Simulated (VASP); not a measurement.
# Pb32S33 (a cell with a defect) in VASP: notebook

Pb32S33 (a cell with a defect) is run at these levels: PBEsol; tasks: single point.

Everything below comes from runs of VASP 6.6.1. Logs are shortened: lines on timing, memory, paths and dates and some standing lists are left out, and cuts for length are marked.

## (1) The cell of the first run

The cell holds a defect, 65 atoms: a = 11.800 Å, b = 11.800 Å, c = 11.800 Å, α = 90.00°, β = 90.00°, γ = 90.00°.

## (2) Single point, PBEsol

Contents of INCAR:

```
SYSTEM = Pb32S33
ALGO = Normal
EDIFF = 1E-6
ENCUT = 400
GGA = PS
GGA_COMPAT = .False.
ISIF = 2
ISMEAR = -1
ISYM = -1
LASPH = .True.
LCHARG = .True.
LELF = .True.
LREAL = Auto
LVHAR = .True.
LWAVE = .False.
NBANDS = 361
NELM = 120
PREC = Accurate
SIGMA = 0.05
```

Contents of KPOINTS:

```
explicit points
1
Reciprocal
  0.25000000   0.25000000   0.25000000 1
```

Contents of POSCAR:

```
Pb32S33
1.0
   11.8000000000      0.0000000000      0.0000000000
    0.0000000000     11.8000000000      0.0000000000
    0.0000000000      0.0000000000     11.8000000000
S Pb
33 32
Direct
    0.2503270000      0.0001820000      0.9999810000
    0.2502850000      0.0001930000      0.4999470000
    0.2505540000      0.5002440000      0.9996710000
    0.2017320000      0.4514360000      0.4503450000
    0.7503140000      0.0000170000      0.9999650000
    0.7504590000      0.0001510000      0.4999640000
    0.7504750000      0.5000220000      0.9999700000
    0.7505190000      0.4999720000      0.4999380000
    0.9998130000      0.2495190000      0.9990460000
    0.9977980000      0.2475170000      0.4988840000
    0.0006340000      0.7498280000      0.9999820000
    0.0000880000      0.7502740000      0.4999570000
    0.5001190000      0.2503360000      0.9999730000
    0.5005490000      0.2498140000      0.4999490000
    0.5009730000      0.7506770000      0.0010230000
    0.5028860000      0.7526160000      0.5010390000
    0.9998220000      0.9988790000      0.2496080000
    0.0003990000      0.9998100000      0.7499590000
    0.9976420000      0.4986470000      0.2477920000
    0.9995100000      0.4997840000      0.7505910000
    0.5001400000      0.0002110000      0.2501790000
    0.5007830000      0.0012450000      0.7505370000
    0.5004390000      0.5001960000      0.2495000000
    0.5026720000      0.5012680000      0.7524250000
    0.2489250000      0.2473170000      0.2477880000
    0.2500810000      0.2492360000      0.7505910000
    0.2504950000      0.7501290000      0.2494970000
    0.2515490000      0.7523770000      0.7524040000
    0.7491620000      0.2495000000      0.2496120000
    0.7501100000      0.2501300000      0.7499690000
    0.7505060000      0.7498270000      0.2501820000
    0.7515240000      0.7505070000      0.7505460000
    0.3000970000      0.5497600000      0.5500180000
    0.9994010000      0.0001600000      0.0002790000
    0.9981370000      0.0020720000      0.4997140000
    0.9978580000      0.4995890000      0.0021990000
    0.9835460000      0.5052490000      0.5053310000
    0.5009640000      0.9993960000      0.9992650000
    0.5027500000      0.9975720000      0.4998840000
    0.5026840000      0.5000090000      0.9972210000
    0.5173710000      0.4943680000      0.4940100000
    0.2498700000      0.2475790000      0.0021880000
    0.2555160000      0.2332490000      0.5053240000
    0.2502960000      0.7524110000      0.9972110000
    0.2446630000      0.7670380000      0.4940250000
    0.7504340000      0.2491160000      0.0002840000
    0.7523660000      0.2478450000      0.4997130000
    0.7496780000      0.7506800000      0.9992830000
    0.7478620000      0.7524670000      0.4998960000
    0.2501230000      0.0023800000      0.2475780000
    0.2503140000      0.9975480000      0.7522080000
    0.2560770000      0.5058010000      0.2325660000
    0.2439180000      0.4936640000      0.7671650000
    0.7507370000      0.0004660000      0.2490070000
    0.7497080000      0.9994600000      0.7504730000
    0.7526770000      0.4998500000      0.2475690000
    0.7478280000      0.5000710000      0.7522000000
    0.0019290000      0.2516790000      0.2516190000
    0.9994690000      0.2491800000      0.7495550000
    0.0000240000      0.7494880000      0.2493940000
    0.0006450000      0.7500720000      0.7500290000
    0.4997420000      0.2497600000      0.2493730000
    0.5003540000      0.2503720000      0.7500160000
    0.5007900000      0.7505290000      0.2498330000
    0.4983890000      0.7481180000      0.7476070000
```

Potentials or basis: VASP PAW PBE potentials, release 64 (S, Pb_d).

Started as:

```bash
cat potpaw_PBE.64/S/POTCAR potpaw_PBE.64/Pb_d/POTCAR > POTCAR
mpirun -np 1 vasp_std > vasp.out
```

OUTCAR:

```text
SYSTEM = Pb32S33
   EDIFF = 1E-6
   ENCUT = 400
   GGA = PS
   ISIF = 2
   ISMEAR = -1
   ISYM = -1
   LASPH = .True.
   LREAL = Auto
   NELM = 120
   PREC = Accurate

 ion  position               nearest neighbor table
   1  0.250  0.000  1.000-  42 2.92  50 2.92  44 2.92  51 2.92  38 2.96  34 2.96
   2  0.250  0.000  0.500-  43 2.75  45 2.75  35 2.98  51 2.98  50 2.98  39 2.98
   3  0.251  0.500  1.000-  53 2.75  52 2.75  40 2.98  44 2.98  42 2.98  36 2.98
   4  0.202  0.451  0.450-  33 2.02  52 2.73  43 2.73  37 2.73
   5  0.750  0.000  1.000-  54 2.94  34 2.94  46 2.94  48 2.94  38 2.94  55 2.94
   6  0.750  0.000  0.500-  35 2.92  49 2.92  47 2.92  39 2.92  55 2.96  54 2.96
   7  0.750  0.500  1.000-  36 2.92  56 2.92  57 2.92  40 2.92  48 2.96  46 2.96
   8  0.751  0.500  0.500-  37 2.75  41 2.75  47 2.98  57 2.98  56 2.98  49 2.98
   9  1.000  0.250  0.999-  34 2.94  46 2.94  59 2.94  42 2.95  36 2.95  58 2.98
  10  0.998  0.248  0.499-  47 2.90  35 2.90  58 2.92  59 2.96  43 3.05  37 3.05
[... 20 lines left out ...]
  31  0.751  0.750  0.250-  60 2.94  64 2.95  49 2.95  56 2.95  54 2.96  48 2.96
  32  0.752  0.751  0.751-  48 2.94  55 2.94  61 2.94  57 2.96  49 2.96  65 2.99
  33  0.300  0.550  0.550-   4 2.02  41 2.73  45 2.73  53 2.73
  34  0.999  0.000  0.000-   5 2.94  17 2.94   9 2.94  18 2.95  11 2.95   1 2.96
  35  0.998  0.002  0.500-  10 2.90   6 2.92  17 2.95  18 2.95  12 2.97   2 2.98  45 4.02  43 4.08
                            47 4.10
  36  0.998  0.500  0.002-  19 2.90   7 2.92   9 2.95  11 2.95  20 2.97   3 2.98  53 4.02  52 4.08
                            56 4.09
  37  0.984  0.505  0.505-   4 2.73   8 2.75  12 2.90  20 2.90  19 3.04  10 3.05  57 4.03  49 4.03
                            47 4.08  56 4.08  61 4.09
  38  0.501  0.999  0.999-  15 2.93  22 2.94   5 2.94   1 2.96  21 2.96  13 2.96
  39  0.503  0.998  0.500-  16 2.89   6 2.92  21 2.95  22 2.96  14 2.98   2 2.98  43 4.03  45 4.08
                            49 4.09
  40  0.503  0.500  0.997-  24 2.89   7 2.92  13 2.95  15 2.96   3 2.98  23 2.98  52 4.02  53 4.09
                            57 4.09
  41  0.517  0.494  0.494-  33 2.73   8 2.75  23 2.89  14 2.89  16 3.05  24 3.06  47 4.02  56 4.02
                            49 4.08  57 4.08  62 4.09
  42  0.250  0.248  0.002-  25 2.90   1 2.92   9 2.95  13 2.95  26 2.97   3 2.98  53 4.02  52 4.08
                            50 4.09
  43  0.256  0.233  0.505-   4 2.73   2 2.75  14 2.90  26 2.90  25 3.04  10 3.05  51 4.03  39 4.03
[... 19 lines left out ...]
  54  0.751  0.000  0.249-  29 2.94   5 2.94  17 2.94  21 2.96  31 2.96   6 2.96
  55  0.750  0.999  0.750-  22 2.94  32 2.94   5 2.94   6 2.96  30 2.96  18 2.96
  56  0.753  0.500  0.248-  19 2.89   7 2.92  31 2.95  29 2.95  23 2.98   8 2.98  41 4.02  37 4.08
                            36 4.09
  57  0.748  0.500  0.752-  24 2.89   7 2.92  30 2.95  32 2.96  20 2.97   8 2.98  37 4.03  41 4.08
                            40 4.09
  58  0.002  0.252  0.252-  19 2.92  25 2.92  10 2.92   9 2.98  29 2.98  17 2.98
  59  0.999  0.249  0.750-  30 2.94  18 2.94   9 2.94  20 2.96  26 2.96  10 2.96  53 4.08
  60  0.000  0.749  0.249-  17 2.94  11 2.94  31 2.94  27 2.96  12 2.96  19 2.96  45 4.09
  61  0.001  0.750  0.750-  32 2.94  18 2.95  11 2.95  12 2.95  20 2.95  28 2.96  37 4.09
  62  0.500  0.250  0.249-  13 2.94  29 2.94  21 2.94  23 2.96  14 2.96  25 2.96  41 4.09
  63  0.500  0.250  0.750-  22 2.94  30 2.95  13 2.95  14 2.95  26 2.95  24 2.96  43 4.09
  64  0.501  0.751  0.250-  15 2.94  21 2.95  31 2.95  27 2.95  23 2.95  16 2.96  52 4.09
  65  0.498  0.748  0.748-  16 2.91  28 2.91  24 2.91  22 2.99  32 2.99  15 2.99

IMPORTANT INFORMATION: All symmetrisations will be switched off!
NOSYMM: (Re-)initialisation of all symmetry stuff for point group C_1.

----------------------------------------------------------------------------------------

                                     Primitive cell

  volume of cell :    1643.0320

[... 42 lines left out ...]
   TEBEG  =    0.0;   TEEND  =   0.0 temperature during run
   PSTRESS=    0.0 pullay stress
   NELECT =     646.0000    total number of electrons
   NUPDOWN=      -1.0000    fix difference up-down
   EMIN   =  10.00;   EMAX   =-10.00  energy-range for DOS
   EFERMI =   0.00;   METHOD = LEGACY
   ISMEAR =    -1;   SIGMA  =   0.05  broadening in eV -4-tet -1-fermi 0-gaus
   EFERMI_NEDOS =   21; number of points for ismear=-14 and -15
   IALGO  =     38    algorithm
   IMIX   =      4    mixing-type and parameters
     AMIX     =   0.40;   BMIX     =  1.00
     AMIX_MAG =   1.60;   BMIX_MAG =  1.00
  volume/ion in A,a.u.               =      25.28       170.58
  Fermi-wavevector in a.u.,A,eV,Ry     =   1.199325  2.266396 19.570364  1.438381
  Thomas-Fermi vector in A             =   2.335191
   LORBIT       =      0    0 simple, 1 ext, 2 COOP (PROOUT), +10 PAW based schemes
   GGA     = PS    functional components
   LHFCALC =     F    Hartree Fock is set to
   AEXX    =    0.0000 exact exchange contribution
   IVDW    =     0    specifies the selected vdW correction
   LEPSILON=     F    determine dielectric tensor
   LRPA    =     F    only Hartree local field effects (RPA)
 non-spin polarized calculation
  energy-cutoff  :      400.00
  volume of cell :     1643.03
 maximum number of plane-waves:     29824
 NGX is ok and might be reduce to    80
   NGX = 39   NGY = 39   NGZ = 39

 number of electron     645.9999856 magnetization

 Free energy of the ion-electron system (eV)
  ---------------------------------------------------
  ext. energy  EPLUGINS =         0.00000000
  ---------------------------------------------------
  free energy    TOTEN  =      -305.79729166 eV

  energy without entropy =     -305.79727994  energy(sigma->0) =     -305.79728580

 E-fermi :   6.3297     XC(G=0): -10.0126

 val. band max:        5.6799258239   @ k =   0.2500   0.2500   0.2500
 cond. band min:       6.9499517050   @ k =   0.2500   0.2500   0.2500
 fundamental gap:      1.2700258811
 Fermi energy:         6.3296749931

 k-point     1 :       0.2500    0.2500    0.2500
  band No.  band energies     occupation
      1     -10.9472      2.00000
      2     -10.9022      2.00000
      3     -10.8956      2.00000
      4     -10.8954      2.00000
      5     -10.8755      2.00000
      6     -10.8750      2.00000
[... 327 lines left out ...]
    334       7.8064      0.00000
    335       7.8117      0.00000
 [bands above 335 left out]

------------------------ aborting loop because EDIFF is reached ----------------------------------------

  FORCE on cell =-STRESS in cart. coord.  units (eV):
  Direction    XX          YY          ZZ          XY          YZ          ZX
  --------------------------------------------------------------------------------------
  -------------------------------------------------------------------------------------
  Total       11.8586863     11.8548923     12.0541320      0.4555175      0.4088683      0.4073877
  in kB       11.5638152     11.5601155     11.7544010      0.4441909      0.3987016      0.3972579
  external PRESSURE =      11.6261106 kB  Pullay stress =       0.0000000 kB

 VOLUME and BASIS-vectors are now :
 -----------------------------------------------------------------------------
  energy-cutoff  :      400.00
  volume of cell :     1643.03
      direct lattice vectors                 reciprocal lattice vectors
    11.800000000  0.000000000  0.000000000     0.084745763  0.000000000  0.000000000
     0.000000000 11.800000000  0.000000000     0.000000000  0.084745763  0.000000000
     0.000000000  0.000000000 11.800000000     0.000000000  0.000000000  0.084745763

 POSITION                                       TOTAL-FORCE (eV/Angst)
 -----------------------------------------------------------------------------------
      2.95386      0.00215     11.79978        -0.001524     -0.001913     -0.001615
      2.95336      0.00228      5.89937         0.006274     -0.004982      0.001426
      2.95654      5.90288     11.79612        -0.001290     -0.001237     -0.000297
      2.38044      5.32694      5.31407         0.059518      0.059454      0.068224
      8.85371      0.00020     11.79959         0.000038      0.000559     -0.000975
      8.85542      0.00178      5.89958        -0.004520     -0.004421     -0.001340
[... 57 lines left out ...]
      5.90932      8.85624      2.94803        -0.002705     -0.003382      0.002736
      5.88099      8.82779      8.82176        -0.002945     -0.003130      0.008671
 -----------------------------------------------------------------------------------
    total drift:                                0.000496     -0.004642     -0.003289

  FREE ENERGIE OF THE ION-ELECTRON SYSTEM (eV)
  ---------------------------------------------------
  free  energy   TOTEN  =      -305.7972916628 eV

  energy  without entropy=     -305.7972799359  energy(sigma->0) =     -305.79728580
```

Run time: 8.3 min. Hardware: 1 thread of Intel Xeon 6975P-C (Granite Rapids), shared host; peak memory 1.1 GiB.

What came out:

```yaml
Free_energy: -305.7973 eV
Pressure: 1.2 GPa
Largest_force: 0.108 eV/Å
Band_gap_on_the_k_mesh: 1.27 eV
```

Forces on the atoms (eV/Å):
```
S   -0.002 -0.002 -0.002
S    0.006 -0.005  0.001
S   -0.001 -0.001  0.000
S    0.060  0.059  0.068
S    0.000  0.001 -0.001
S   -0.005 -0.004 -0.001
S   -0.001 -0.001 -0.001
S   -0.005  0.007  0.001
S   -0.001 -0.001 -0.004
S    0.000 -0.001  0.001
S    0.000 -0.001 -0.001
S   -0.003 -0.002  0.002
S   -0.001 -0.001 -0.001
S   -0.002 -0.002  0.001
S   -0.001 -0.001 -0.004
S    0.006  0.005  0.001
S    0.000 -0.004 -0.002
S    0.002  0.001 -0.003
S    0.001  0.002 -0.005
S    0.005  0.002 -0.003
S    0.000 -0.002 -0.001
S    0.000 -0.003 -0.004
S    0.005  0.001  0.000
S    0.000  0.002 -0.001
S    0.002  0.002 -0.005
S    0.001  0.004 -0.004
S    0.000  0.005  0.000
S    0.001  0.001  0.000
S   -0.004  0.001 -0.002
S    0.000  0.001 -0.003
S   -0.002  0.001 -0.001
S   -0.003  0.000 -0.004
S   -0.063 -0.062 -0.060
Pb  -0.001  0.002  0.003
Pb  -0.007  0.006 -0.001
Pb  -0.002  0.003  0.006
Pb   0.000  0.004  0.004
Pb   0.001  0.003  0.000
Pb  -0.004  0.007  0.000
Pb  -0.002  0.003  0.002
Pb   0.002 -0.005 -0.002
Pb   0.003 -0.002  0.006
Pb   0.004  0.000  0.005
Pb   0.003 -0.003  0.002
Pb  -0.005  0.002 -0.003
Pb   0.002 -0.001  0.003
Pb   0.006 -0.007 -0.001
Pb   0.004  0.001  0.000
Pb   0.006 -0.004  0.000
Pb   0.001 -0.001 -0.001
Pb   0.001 -0.005 -0.001
Pb   0.001  0.001 -0.003
Pb   0.003  0.003 -0.012
Pb   0.001  0.000  0.001
Pb  -0.001 -0.002  0.005
Pb  -0.001  0.000 -0.001
Pb  -0.005  0.000  0.000
Pb   0.000 -0.001  0.004
Pb   0.002  0.002 -0.001
Pb  -0.001  0.001  0.001
Pb  -0.001  0.000  0.003
Pb   0.001 -0.002  0.001
Pb   0.001 -0.001  0.003
Pb  -0.003 -0.003  0.003
Pb  -0.003 -0.003  0.009
```

Caveat: the PAW data sets were made with another functional, which shifts forces and pressure a little; spin-orbit coupling is left out, which moves the levels of the heavy elements.

(Part 1 of 2 ends here.)
